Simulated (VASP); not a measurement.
A run of VASP 6.6.1 is set up as follows.

Contents of INCAR:

```
ALGO = Fast
EDIFF = 1E-7
ENCUT = 520
GGA = PS
ISIF = 2
ISMEAR = 0
LASPH = True
LCHARG = False
LREAL = False
LWAVE = False
NBANDS = 17
NELM = 100
PREC = Accurate
SIGMA = 0.15
```

Contents of KPOINTS:

```
k-points
0
Gamma
  18 18 10
```

POSCAR

```
Pt
1.0
    2.5980000000      0.0000000000      0.0000000000
   -1.2990000000      2.2499339990      0.0000000000
    0.0000000000      0.0000000000      4.6285000000
Pt
2
Direct
    0.6666666667      0.3333333333      0.7500000000
    0.3333333333      0.6666666667      0.2500000000
```

Potentials or basis: VASP PAW PBE potentials, release 64 (Pt).

Command:

```sh
$ cat potpaw_PBE.64/Pt/POTCAR > POTCAR
$ mpirun -np 1 vasp_std > vasp.out
```

(1) Predict the pressure.

(2) Estimate the band gap on the k mesh.

Answers

(1) 44.3 GPa.

(2) zero (bands 10 and 11 overlap by 1.76 eV).

Caveat: the stress differs along the axes, from 31 to 51 GPa; the PAW data sets were made with another functional, which shifts forces and pressure a little; spin-orbit coupling is left out, which moves the levels of the heavy elements.
